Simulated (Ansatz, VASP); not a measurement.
Two plane-wave programs on Pt

```
Pt
1.0
     2.76067    0.00000    0.00000
    -1.38033    2.39081    0.00000
     0.00000    0.00000    4.79213
Pt
2
Direct
  0.66667 0.33333 0.75000
  0.33333 0.66667 0.25000
```

Alike in both runs: task single point; functional PBEsol; k mesh 24 × 24 × 12; occupations gaussian, width 0.15 eV; no spin polarisation.

```csv
,VASP,Ansatz
version,VASP 6.6.1,Ansatz 0.2.0
potentials or method,"VASP PAW PBE potentials, release 64 (Pt), cutoff 520 eV","scalar-relativistic, plane waves, PAW"
valence electrons in the cell,20,36
```

Ansatz gave:

```
gap on the k mesh at the Fermi level (eV)                     : none
pressure (GPa)                                                : -10.8
traceless stress, the component that is largest in VASP (GPa) : -0.22
```

Which values does VASP return?

gap on the k mesh at the Fermi level (eV): none; pressure (GPa): -11.2; traceless stress, the component that is largest in VASP (GPa): -0.33.

VASP's potentials were made for PBE, not for PBEsol. A gap of «none» marks a metal or a gap that the smearing closes. VASP's potentials hold 20 valence electrons a cell and Ansatz's 36, so a difference there can come from the potentials and not from the codes.

Spin-orbit coupling is off throughout.
